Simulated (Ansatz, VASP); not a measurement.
**One calculation of VMo, two programs**

```
V Mo
1.0
     1.53728   -2.22403    0.00000
     1.53728    2.22403    0.00000
     0.00000    0.00000    4.22901
V Mo
1 1
Direct
  0.50000 0.50000 0.50000
  0.00000 0.00000 0.00000
```

Alike in both runs: task single point; functional LDA; k mesh 11 × 11 × 7; occupations fermi-dirac, width 0.05 eV; no spin polarisation.

|  | VASP | Ansatz |
| --- | --- | --- |
| version | VASP 6.6.1 | Ansatz 0.2.0 |
| potentials or method | VASP PAW LDA potentials, release 64 (V_sv, Mo_sv) | PAW with Ansatz's default frozen-core files, scalar-relativistic |
| plane-wave cutoff (eV) | 520 | 420 |
| valence electrons in the cell | 27 | 27 |

```csv
,VASP,Ansatz,Ansatz less VASP
pressure (GPa),-10.6,-11.3,-0.66
"traceless stress, the component that is largest in VASP (GPa)",-0.51,-0.44,+0.061
```

LDA's correlation is that of Perdew and Zunger in VASP and of Perdew and Wang (1992) in Ansatz.
